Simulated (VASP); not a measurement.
Here is a VASP 6.6.1 calculation.

POSCAR

```
Li16H
1.0
    6.9800000000      0.0000000000      0.0000000000
    0.0000000000      6.9800000000      0.0000000000
    0.0000000000      0.0000000000      6.9800000000
Li H
16 1
Direct
   -0.0671776504     -0.0084240688      0.0299713467
    0.4904297994      0.0347277937     -0.0802005731
    0.0266762178      0.5207163324     -0.0374068768
   -0.0183381089      0.0398280802      0.4929369628
    0.2606446991      0.1982664756      0.2034527221
    0.4807449857      0.4510315186     -0.0050000000
    0.5141117479      0.0686389685      0.5076934097
    0.7396561605      0.2795128940      0.2772922636
   -0.0311174785      0.4591404011      0.4630515759
    0.2969914040      0.6986962751      0.2504584527
    0.1419340974      0.1596275072      0.7795702006
    0.4995988539      0.4889684814      0.5571060172
    0.8304871060      0.7272349570      0.2457306590
    0.8274355301      0.2781661891      0.7861461318
    0.2457020057      0.8008452722      0.7905873926
    0.7737535817      0.8223495702      0.7391260745
   -0.0537106017     -0.0111891117      0.8108595989
```

File INCAR.step1:

```
SYSTEM = Li16H
  ALGO = Normal
  EDIFF = 1E-4
  ENCUT = 520
  GGA = PE
  ISMEAR = -1
  LASPH = .TRUE.
  LCHARG = .FALSE.
  LREAL = Auto
  LWAVE = .TRUE.
  NBANDS = 38
  NELM = 80
  PREC = Accurate
  SIGMA = 0.05
```

File INCAR.step2:

```
SYSTEM = Li16H
  ALGO = Normal
  EDIFF = 1E-7
  ENCUT = 520
  ISIF = 2
  ISMEAR = -1
  ISTART = 1
  LASPH = .TRUE.
  LCHARG = .FALSE.
  LMIXTAU = .TRUE.
  LREAL = Auto
  LWAVE = .FALSE.
  METAGGA = R2SCAN
  NBANDS = 38
  NELM = 80
  PREC = Accurate
  SIGMA = 0.05
```

KPOINTS

```
k-points
0
G
  2 2 2
  0 0 0
```

Potentials or basis: VASP PAW PBE potentials, release 64 (Li_sv, H).

The run is started by

```sh
$ cat potpaw_PBE.64/Li_sv/POTCAR potpaw_PBE.64/H/POTCAR > POTCAR
$ cp INCAR.step1 INCAR
$ mpirun -np 1 vasp_std > vasp.out
$ cp INCAR.step2 INCAR
$ mpirun -np 1 vasp_std > vasp.out
```

(1) Estimate the largest force.

## Answers

(1) 1.559 eV/Å.

Caveat: the k points lie up to 0.45 Å⁻¹ apart; the PAW data sets were made with another functional, which shifts forces and pressure a little.
